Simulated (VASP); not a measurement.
A run of VASP 6.6.1:

Contents of INCAR:

```
SYSTEM = CaCSe3
PREC     = Accurate       ! precision mode
ENCUT    = 520            ! plane-wave cutoff, eV
EDIFF    = 1E-6           ! SCF threshold, eV
ISMEAR   = 0              ! smearing method
SIGMA    = 0.05           ! smearing width, eV
LREAL    = .FALSE.        ! projectors in reciprocal space
LASPH    = .TRUE.         ! aspherical terms in the spheres
NELM     = 100            ! most SCF steps
ALGO     = Normal         ! electronic algorithm
ISIF     = 2              ! what is computed and relaxed
LWAVE    = .FALSE.        ! write WAVECAR
LCHARG   = .FALSE.        ! write CHGCAR
GGA      = CA             ! functional
NBANDS   = 24             ! bands
```

The input KPOINTS:

```
regular mesh
0
G
  4 4 4
  0 0 0
```

POSCAR

```
CaCSe3
1.0
    4.4762702755      0.0000000000      0.0000000000
    0.0000000000      4.4762702755      0.0000000000
    0.0000000000      0.0000000000      4.4762702755
Ca C Se
1 1 3
Direct
    0.0000000000      0.0000000000      0.0000000000
    0.5000000000      0.5000000000      0.5000000000
    0.5000000000      0.5000000000      0.0000000000
    0.5000000000      0.0000000000      0.5000000000
    0.0000000000      0.5000000000      0.5000000000
```

Potentials or basis: VASP PAW LDA potentials, release 64 (Ca_sv, C, Se).

Launch:

```console
$ cat potpaw_LDA.64/Ca_sv/POTCAR potpaw_LDA.64/C/POTCAR potpaw_LDA.64/Se/POTCAR > POTCAR
$ mpirun -np 1 vasp_std > vasp.out
```

Hardware: 1 thread of AMD EPYC 9R45 96-Core Processor (Zen 5), with other jobs on the host.

Question: How long does it take, and how much memory?

Answer: Wall time 16 s on 1 thread of AMD EPYC 9R45 96-Core Processor (Zen 5), with other jobs on the host, peak memory 0.15 GiB. Counts: scf iterations 18, k points 10.
